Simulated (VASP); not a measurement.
A run of VASP 6.6.1 is set up as follows.

The input INCAR:

```
SYSTEM = Hf
  ALGO = Normal
  EDIFF = 1E-6
  ENCUT = 520
  GGA = PS
  ISIF = 2
  ISMEAR = 0
  LASPH = .TRUE.
  LCHARG = .FALSE.
  LREAL = .FALSE.
  LWAVE = .FALSE.
  NBANDS = 11
  NELM = 60
  PREC = Accurate
  SIGMA = 0.15
```

File KPOINTS:

```
k-points
0
G
  18 18 18
  0 0 0
```

The input POSCAR:

```
Hf
1.0
   -1.8050000000      1.8050000000      1.9855000000
    1.8050000000     -1.8050000000      1.9855000000
    1.8050000000      1.8050000000     -1.9855000000
Hf
1
Direct
    0.0000000000      0.0000000000      0.0000000000
```

Potentials or basis: VASP PAW PBE potentials, release 64 (Hf_pv).

The run is started by

```sh
$ cat potpaw_PBE.64/Hf_pv/POTCAR > POTCAR
$ mpirun -np 1 vasp_std > vasp.out
```

Predict the band gap on the k mesh.

zero (bands 5 and 6 overlap by 1.87 eV).

Predict the pressure.

-15.0 GPa.

Stress tensor (GPa, compression positive):
```
-16.41   0.00   0.00
  0.00 -16.41   0.00
  0.00   0.00 -12.32
```

Caveat: the cell differs from its parent crystal (strain +0.1000 x Voigt [0, 0, 1, 0, 0, 0]); the cell stands under tension; the PAW data sets were made with another functional, which shifts forces and pressure a little; spin-orbit coupling is left out, which moves the levels of the heavy elements.
